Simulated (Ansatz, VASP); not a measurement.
# Pb: VASP beside Ansatz

```
CELL_PARAMETERS angstrom
0.00000 3.00296 6.29507
1.75314 0.00000 6.29507
1.75314 3.00296 0.00000
ATOMIC_POSITIONS crystal
Pb 0.13480 0.13480 0.86520
Pb 0.86520 0.86520 0.13480
```

Alike in both runs: functional PBE; k mesh 20 × 20 × 20; occupations gaussian, width 0.1 eV; no spin polarisation.

Ansatz relaxed the structure, and its values are those at the end. VASP's run is a single point on that final structure, the one shown.

|  | VASP | Ansatz |
| --- | --- | --- |
| version | VASP 6.6.1 | Ansatz 0.2.0 |
| potentials or method | VASP PAW PBE potentials, release 64 (Pb_d), cutoff 520 eV | scalar-relativistic, plane waves, PAW |
| valence electrons in the cell | 28 | 28 |

|  | VASP | Ansatz | Ansatz less VASP |
| --- | --- | --- | --- |
| gap on the k mesh at the Fermi level (eV) | none | none | - |
| pressure (GPa) | -0.1 | 0.0 | +0.06 |
| rms of the force components (eV/Å) | 0.003 | 0.003 | 0.0000 |

A gap of «none» marks a metal or a gap that the smearing closes. The functional is the same, so the differences come from potentials, cutoffs and numerics.

Spin-orbit coupling is off throughout.
